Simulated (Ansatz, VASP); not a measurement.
This is a calculation of Pb for VASP 6.6.1.

The input INCAR:

```
ALGO = Fast
EDIFF = 1E-6
ENCUT = 520
GGA = PE
ISIF = 2
ISMEAR = 0
LASPH = T
LCHARG = T
LELF = T
LREAL = F
LVHAR = T
LWAVE = F
NBANDS = 13
NELM = 80
PREC = Accurate
SIGMA = 0.011
```

The input KPOINTS:

```
k-points
0
Gamma
  9 9 9
```

POSCAR

```
Pb
1.0
   -1.9796595667      1.9796595667      1.9796595667
    1.9796595667     -1.9796595667      1.9796595667
    1.9796595667      1.9796595667     -1.9796595667
Pb
1
Direct
    0.0000000000      0.0000000000      0.0000000000
```

Potentials or basis: VASP PAW PBE potentials, release 64 (Pb_d).

The run is started by

```sh
$ cat potpaw_PBE.64/Pb_d/POTCAR > POTCAR
$ mpirun -np 1 vasp_std > vasp.out
```

Task: Translate it to Ansatz 0.2.0. Potentials there: Ansatz PAW.

Result: As run (the cutoff follows the program's own potentials):

File input.yaml:

```yaml
crystal:
  lattice:
    - [-1.9796595667, 1.9796595667, 1.9796595667]
    - [1.9796595667, -1.9796595667, 1.9796595667]
    - [1.9796595667, 1.9796595667, -1.9796595667]
  atoms:
    - { symbol: Pb, position: [0.0, 0.0, 0.0] }
hamiltonian:
  xc: pbe
  pseudopotentials: { kind: paw }
kpoints:
  mp_grid: { grid: [9, 9, 9] }
scf:
  occupations: { method: gaussian, width: 0.011 }
output:
  forces: true
  stress: true
  eigenvalues: true
```

Potentials or basis: Ansatz PAW.

The run is started by

```sh
$ ansatz run input.yaml --threads 2 --pin off --max-ram 5632MiB --backend cpu --events-out ev --progress --plain --runs-dir out
```

Both were run:

|  | VASP | Ansatz | Ansatz less VASP |
| --- | --- | --- | --- |
| gap on the k mesh at the Fermi level (eV) | none | none | - |
| pressure (GPa) | 0.7 | 0.7 | +0.03 |

A gap of «none» marks a metal or a gap that the smearing closes. The functional is the same, so the differences come from potentials, cutoffs and numerics.

Spin-orbit coupling is off throughout.
